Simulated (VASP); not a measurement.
Here is a VASP 6.6.1 calculation.

Contents of INCAR:

```
SYSTEM = KCl
PREC = Accurate
ENCUT = 520
EDIFF = 1E-6
ISMEAR = -1
SIGMA = 0.02
LREAL = .FALSE.
LASPH = .TRUE.
NELM = 100
ALGO = Normal
ISIF = 2
LWAVE = .FALSE.
LCHARG = .FALSE.
GGA = PS
NBANDS = 15
```

KPOINTS

```
regular mesh
0
G
  6 6 6
  0 0 0
```

File POSCAR:

```
KCl
1.0
    0.0000000000      3.1216783147      3.1216783147
    3.1216783147      0.0000000000      3.1216783147
    3.1216783147      3.1216783147      0.0000000000
K Cl
1 1
Direct
    0.0000000000      0.0000000000      0.0000000000
    0.5000000000      0.5000000000      0.5000000000
```

Potentials or basis: VASP PAW PBE potentials, release 64 (K_sv, Cl).

Run with:

```sh
$ cat potpaw_PBE.64/K_sv/POTCAR potpaw_PBE.64/Cl/POTCAR > POTCAR
$ mpirun -np 1 vasp_std > vasp.out
```

Problem. Predict the band gap on the k mesh.

Solution. 5.10 eV, direct.

Problem. What does it give for the pressure?

Solution. 0.0 GPa.

Caveat: the PAW data sets were made with another functional, which shifts forces and pressure a little. As with any semilocal functional, this PBEsol gap is likely too small.
